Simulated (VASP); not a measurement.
# BaTiO3 (R3m) in VASP: single point with r2SCAN

Aim: the single point of BaTiO3 with r2SCAN.

All numbers are computed with VASP 6.6.1; they aren't measurements. Logs are shortened: lines on timing, memory, paths and dates and some standing lists are left out, and cuts for length are marked.

## (1) The cell of the first run

The structure is trigonal, space group R3m (No. 160). Conventional cell: a = 5.729 Å, b = 5.729 Å, c = 7.077 Å, α = 90.00°, β = 90.00°, γ = 120.00°. Ba (site symmetry 3m) has 12 O at 2.79 to 2.98 Å and 8 Ti at 3.43 to 3.64 Å within 3.7 Å. Within 2.5 Å of Ti (site symmetry 3m) lie 6 O at 1.86 to 2.22 Å. Within 2.5 Å of O (site symmetry m) lie 2 Ti at 1.86 to 2.22 Å.

## (2) Single point, r2SCAN

The input, POSCAR:

```
BaTiO3
1.0
    2.8645912070      1.6538725045      2.3589066219
   -2.8645912070      1.6538725045      2.3589066219
    0.0000000000     -3.3077450089      2.3589066219
Ba Ti O
1 1 3
Direct
    0.0033863088      0.0033863088      0.0033863088
    0.5183530944      0.5183530944      0.5183530944
    0.4872512445      0.9748591079      0.4872512445
    0.4872512445      0.4872512445      0.9748591079
    0.9748591079      0.4872512445      0.4872512445
```

The input, INCAR.step1:

```
SYSTEM = BaTiO3
PREC     = Accurate       ! precision mode
ENCUT    = 520            ! plane-wave cutoff, eV
ISMEAR   = 0              ! smearing method
SIGMA    = 0.02           ! smearing width, eV
LREAL    = .FALSE.        ! projectors in reciprocal space
LASPH    = .TRUE.         ! aspherical terms in the spheres
NELM     = 100            ! most SCF steps
NBANDS   = 28             ! bands
GGA      = PE             ! functional
ALGO     = Normal         ! electronic algorithm
EDIFF    = 1E-4           ! SCF threshold, eV
LWAVE    = .TRUE.         ! write WAVECAR
LCHARG   = .FALSE.        ! write CHGCAR
```

The input, INCAR.step2:

```
SYSTEM = BaTiO3
PREC     = Accurate       ! precision mode
ENCUT    = 520            ! plane-wave cutoff, eV
EDIFF    = 1E-7           ! SCF threshold, eV
ISMEAR   = 0              ! smearing method
SIGMA    = 0.02           ! smearing width, eV
LREAL    = .FALSE.        ! projectors in reciprocal space
LASPH    = .TRUE.         ! aspherical terms in the spheres
NELM     = 100            ! most SCF steps
ALGO     = Normal         ! electronic algorithm
ISIF     = 2              ! what is computed and relaxed
LWAVE    = .FALSE.        ! write WAVECAR
LCHARG   = .FALSE.        ! write CHGCAR
METAGGA  = R2SCAN         ! meta-GGA
LMIXTAU  = .TRUE.       
NBANDS   = 28             ! bands
ISTART   = 1
```

The input, KPOINTS:

```
regular mesh
0
G
  6 6 6
  0 0 0
```

Potentials or basis: VASP PAW PBE potentials, release 64 (Ba_sv, Ti_sv, O).

Launch:

```sh
$ cat potpaw_PBE.64/Ba_sv/POTCAR potpaw_PBE.64/Ti_sv/POTCAR potpaw_PBE.64/O/POTCAR > POTCAR
$ cp INCAR.step1 INCAR
$ mpirun -np 1 vasp_std > vasp.out
$ cp INCAR.step2 INCAR
$ mpirun -np 1 vasp_std > vasp.out
```

OUTCAR:

```text
SYSTEM = BaTiO3
   PREC = Accurate
   ENCUT = 520
   EDIFF = 1E-7
   ISMEAR = 0
   LREAL = .FALSE.
   LASPH = .TRUE.
   NELM = 100
   ISIF = 2
   METAGGA = R2SCAN
   ISTART = 1

 ion  position               nearest neighbor table
   1  0.003  0.003  0.003-   3 2.79   5 2.79   4 2.79   3 2.87   5 2.87   5 2.87   3 2.87   4 2.87
                             4 2.87   5 2.98   3 2.98   4 2.98   2 3.43   2 3.48   2 3.48   2 3.48
   2  0.518  0.518  0.518-   4 1.86   3 1.86   5 1.86   4 2.22   3 2.22   5 2.22   1 3.43   1 3.48
                             1 3.48   1 3.48   1 3.55   1 3.55   1 3.55   1 3.64
   3  0.487  0.975  0.487-   2 1.86   2 2.22   1 2.79   1 2.87   1 2.87   1 2.98
   4  0.487  0.487  0.975-   2 1.86   2 2.22   1 2.79   1 2.87   1 2.87   1 2.98
   5  0.975  0.487  0.487-   2 1.86   2 2.22   1 2.79   1 2.87   1 2.87   1 2.98

  LATTYP: Found a trigonal (rhomboedric) cell.
 ALAT       =     4.0627106093
 COS(alpha) =     0.0056860598

  Lattice vectors:

 A1 = (   2.8645912070,   1.6538725045,   2.3589066219)
 A2 = (  -2.8645912070,   1.6538725045,   2.3589066219)
 A3 = (   0.0000000000,  -3.3077450089,   2.3589066219)

Analysis of symmetry for initial positions (statically):
=====================================================================
 Subroutine PRICEL returns:
 Original cell was already a primitive cell.

 Routine SETGRP: Setting up the symmetry group for a
 trigonal (rhombohedral) supercell.

 Subroutine GETGRP returns: Found  6 space group operations
 (whereof  6 operations were pure point group operations)
 out of a pool of 12 trial point group operations.

The static configuration has the point symmetry C_3v.

Analysis of symmetry for dynamics (positions and initial velocities):
=====================================================================
 Subroutine PRICEL returns:
 Original cell was already a primitive cell.

 Routine SETGRP: Setting up the symmetry group for a
 trigonal (rhombohedral) supercell.

 Subroutine GETGRP returns: Found  6 space group operations
 (whereof  6 operations were pure point group operations)
 out of a pool of 12 trial point group operations.

The dynamic configuration has the point symmetry C_3v.

 Subroutine INISYM returns: Found  6 space group operations
 (whereof  6 operations are pure point group operations),
 and found     1 'primitive' translations

----------------------------------------------------------------------------------------

                                     Primitive cell

  volume of cell :      67.0543

  direct lattice vectors                    reciprocal lattice vectors
     2.864591207  1.653872505  2.358906622     0.174544975  0.100773588  0.141308405
    -2.864591207  1.653872505  2.358906622    -0.174544975  0.100773588  0.141308405
     0.000000000 -3.307745009  2.358906622     0.000000000 -0.201547176  0.141308405

  length of vectors
     4.062710609  4.062710609  4.062710609     0.246148999  0.246148999  0.246148999

  position of ions in fractional coordinates (direct lattice)
     0.003386309  0.003386309  0.003386309
     0.518353094  0.518353094  0.518353094
     0.487251245  0.974859108  0.487251245
     0.487251245  0.487251245  0.974859108
     0.974859108  0.487251245  0.487251245

  ion indices of the primitive-cell ions
   primitive index   ion index
                 1           1
                 2           2
                 3           3
                 4           4
                 5           5

----------------------------------------------------------------------------------------

 KPOINTS: regular mesh

Automatic generation of k-mesh.
 Grid dimensions read from file:
 generate k-points for:    6    6    6

 Generating k-lattice:

  Cartesian coordinates                     Fractional coordinates (reciprocal lattice)
     0.029090829  0.016795598  0.023551401     0.166666667  0.000000000  0.000000000
    -0.029090829  0.016795598  0.023551401     0.000000000  0.166666667  0.000000000
     0.000000000 -0.033591196  0.023551401     0.000000000  0.000000000  0.166666667

  Length of vectors
     0.041024833  0.041024833  0.041024833

  Shift w.r.t. Gamma in fractional coordinates (k-lattice)
     0.000000000  0.000000000  0.000000000

 Subroutine IBZKPT returns following result:
 ===========================================

 Found     32 irreducible k-points:

 Following reciprocal coordinates:
            Coordinates               Weight
  0.000000  0.000000  0.000000      1.000000
  0.166667  0.000000 -0.000000      6.000000
  0.333333 -0.000000 -0.000000      6.000000
  0.500000 -0.000000  0.000000      3.000000
  0.166667  0.166667 -0.000000      6.000000
  0.333333  0.166667 -0.000000     12.000000
[... 16 lines left out ...]
  0.500000  0.500000  0.166667      6.000000
 -0.333333  0.500000  0.166667     12.000000
 [... further k-points ...]
   k-points           NKPTS =     32   k-points in BZ     NKDIM =     32   number of bands    NBANDS=     28
   number of dos      NEDOS =    301   number of ions     NIONS =      5
   total plane-waves  NPLWV =  27000
   dimension x,y,z NGX =    30 NGY =   30 NGZ =   30
   dimension x,y,z NGXF=    60 NGYF=   60 NGZF=   60
   ions per type =               1   1   3
   NGX,Y,Z   is equivalent  to a cutoff of  12.28, 12.28, 12.28 a.u.
   NGXF,Y,Z  is equivalent  to a cutoff of  24.55, 24.55, 24.55 a.u.
 SYSTEM =  BaTiO3
   PREC   = accura    normal or accurate (medium, high low for compatibility)
   ISTART =      1    job   : 0-new  1-cont  2-samecut
   ICHARG =      0    charge: 1-file 2-atom 10-const
   ISPIN  =      1    spin polarized calculation?
   LNONCOLLINEAR =      F non collinear calculations
   LSORBIT =      F    spin-orbit coupling
   LASPH  =      T    aspherical Exc in radial PAW
   ENCUT  =  520.0 eV  38.22 Ry    6.18 a.u.   7.55  7.55  7.55*2*pi/ulx,y,z
   NELM   =    100;   NELMIN=  2; NELMDL=  0     # of ELM steps
   EDIFF  = 0.1E-06   stopping-criterion for ELM
   LREAL  =      F    real-space projection
   EDIFFG = 0.1E-05   stopping-criterion for IOM
   NSW    =      0    number of steps for IOM
   IBRION =     -1    ionic relax: 0-MD 1-quasi-New 2-CG
   NFREE  =      0    steps in history (QN), initial steepest desc. (CG)
   ISIF   =      2    stress and relaxation
   ISYM   =      2    0-nonsym 1-usesym 2-fastsym
   POTIM  = 0.5000    time-step for ionic-motion
   TEBEG  =    0.0;   TEEND  =   0.0 temperature during run
   PSTRESS=    0.0 pullay stress
   NELECT =      40.0000    total number of electrons
   NUPDOWN=      -1.0000    fix difference up-down
   EMIN   =  10.00;   EMAX   =-10.00  energy-range for DOS
   EFERMI =   0.00;   METHOD = LEGACY
   ISMEAR =     0;   SIGMA  =   0.02  broadening in eV -4-tet -1-fermi 0-gaus
   EFERMI_NEDOS =   21; number of points for ismear=-14 and -15
   IALGO  =     38    algorithm
   IMIX   =      4    mixing-type and parameters
     AMIX     =   0.40;   BMIX     =  1.00
     AMIX_MAG =   1.60;   BMIX_MAG =  1.00
  volume/ion in A,a.u.               =      13.41        90.50
  Fermi-wavevector in a.u.,A,eV,Ry     =   1.378117  2.604263 25.840254  1.899205
  Thomas-Fermi vector in A             =   2.503208
   LORBIT       =      0    0 simple, 1 ext, 2 COOP (PROOUT), +10 PAW based schemes
   METAGGA = R2SCAN    functional components
   LHFCALC =     F    Hartree Fock is set to
   AEXX    =    0.0000 exact exchange contribution
   IVDW    =     0    specifies the selected vdW correction
   LEPSILON=     F    determine dielectric tensor
   LRPA    =     F    only Hartree local field effects (RPA)
 non-spin polarized calculation
 Gauss-broadening in eV      SIGMA  =   0.02
  energy-cutoff  :      520.00
  volume of cell :       67.05
 maximum number of plane-waves:      1856
   NGX = 15   NGY = 15   NGZ = 15

 number of electron      40.0000013 magnetization

 Free energy of the ion-electron system (eV)
  ---------------------------------------------------
  ext. energy  EPLUGINS =         0.00000000
  ---------------------------------------------------
  free energy    TOTEN  =       -74.26370317 eV

  energy without entropy =      -74.26370317  energy(sigma->0) =      -74.26370317

 E-fermi :   3.1858     XC(G=0): -11.6342

 val. band max:        3.0977367405   @ k =   0.5000   0.5000   0.5000
 cond. band min:       6.1313974175   @ k =   0.0000   0.0000   0.0000
 fundamental gap:      3.0336606770
 Fermi energy:         3.1858364997

 k-point     1 :       0.0000    0.0000    0.0000
  band No.  band energies     occupation
      1     -55.3759      2.00000
      2     -30.5818      2.00000
      3     -30.5818      2.00000
      4     -30.5810      2.00000
      5     -22.4638      2.00000
      6     -14.5654      2.00000
[... 20 lines left out ...]
     27       8.6974      0.00000
     28      10.8760      0.00000

 k-point     2 :       0.1667    0.0000   -0.0000
  band No.  band energies     occupation
      1     -55.3757      2.00000
      2     -30.5936      2.00000
      3     -30.5814      2.00000
      4     -30.5807      2.00000
      5     -22.4391      2.00000
      6     -14.5742      2.00000
[... 20 lines left out ...]
     27       9.2013      0.00000
     28      11.5124      0.00000

 k-point     3 :       0.3333   -0.0000   -0.0000
  band No.  band energies     occupation
      1     -55.3752      2.00000
      2     -30.6173      2.00000
      3     -30.5805      2.00000
      4     -30.5799      2.00000
      5     -22.3890      2.00000
      6     -14.6586      2.00000
[... 20 lines left out ...]
     27      10.3827      0.00000
     28      11.9442      0.00000

 k-point     4 :       0.5000   -0.0000    0.0000
  band No.  band energies     occupation
      1     -55.3750      2.00000
      2     -30.6292      2.00000
      3     -30.5801      2.00000
      4     -30.5795      2.00000
      5     -22.3635      2.00000
      6     -14.7208      2.00000
[... 578 lines left out ...]
     27      11.0374      0.00000
     28      12.0172      0.00000

 k-point    23 :       0.5000    0.5000    0.1667
  band No.  band energies     occupation
      1     -55.3739      2.00000
      2     -30.6263      2.00000
      3     -30.6255      2.00000
      4     -30.5898      2.00000
      5     -22.2845      2.00000
      6     -14.1194      2.00000
[... 20 lines left out ...]
     27      12.0068      0.00000
     28      12.4085      0.00000

 k-point    24 :      -0.3333    0.5000    0.1667
  band No.  band energies     occupation
      1     -55.3741      2.00000
      2     -30.6266      2.00000
      3     -30.6144      2.00000
      4     -30.5901      2.00000
      5     -22.3003      2.00000
      6     -14.2610      2.00000
[... 20 lines left out ...]
     27      11.6765      0.00000
     28      12.1895      0.00000

 [... further k-points ...]

------------------------ aborting loop because EDIFF is reached ----------------------------------------

  FORCE on cell =-STRESS in cart. coord.  units (eV):
  Direction    XX          YY          ZZ          XY          YZ          ZX
  --------------------------------------------------------------------------------------
  -------------------------------------------------------------------------------------
  Total       -0.4786551     -0.4786551     -0.5801296      0.0000000     -0.0000000     -0.0000000
  in kB      -11.4368551    -11.4368551    -13.8614580      0.0000000     -0.0000000     -0.0000000
  external PRESSURE =     -12.2450561 kB  Pullay stress =       0.0000000 kB

 VOLUME and BASIS-vectors are now :
 -----------------------------------------------------------------------------
  energy-cutoff  :      520.00
  volume of cell :       67.05
      direct lattice vectors                 reciprocal lattice vectors
     2.864591207  1.653872505  2.358906622     0.174544975  0.100773588  0.141308405
    -2.864591207  1.653872505  2.358906622    -0.174544975  0.100773588  0.141308405
     0.000000000 -3.307745009  2.358906622     0.000000000 -0.201547176  0.141308405

 POSITION                                       TOTAL-FORCE (eV/Angst)
 -----------------------------------------------------------------------------------
      0.00000      0.00000      0.02396         0.000000     -0.000000     -0.042500
      0.00000      0.00000      3.66824         0.000000     -0.000000     -0.197503
     -1.39680      0.80644      4.59836        -0.067692      0.039082      0.080001
      0.00000     -1.61288      4.59836         0.000000     -0.078164      0.080001
      1.39680      0.80644      4.59836         0.067692      0.039082      0.080001
 -----------------------------------------------------------------------------------
    total drift:                                0.000000     -0.000006     -0.000724

  FREE ENERGIE OF THE ION-ELECTRON SYSTEM (eV)
  ---------------------------------------------------
  free  energy   TOTEN  =       -74.2637031725 eV

  energy  without entropy=      -74.2637031725  energy(sigma->0) =      -74.26370317
```

It took 5 min on 1 thread of Intel Xeon 8259CL, shared host; peak memory 0.21 GiB.

What came out:

```yaml
Free_energy: -74.2637 eV
Pressure: -1.2 GPa
Largest_force: 0.198 eV/Å
Band_gap_on_the_k_mesh: 3.03 eV (least direct gap 3.61 eV)
```

Forces in eV/Å, atoms in the order of the input:
```
Ba   0.000  0.000 -0.043
Ti   0.000  0.000 -0.198
O   -0.068  0.039  0.080
O    0.000 -0.078  0.080
O    0.068  0.039  0.080
```

Stress tensor (GPa, compression positive):
```
-1.14  0.00  0.00
 0.00 -1.14  0.00
 0.00  0.00 -1.39
```

Caveat: the PAW data sets were made with another functional, which shifts forces and pressure a little; spin-orbit coupling is left out, which moves the levels of the heavy elements.
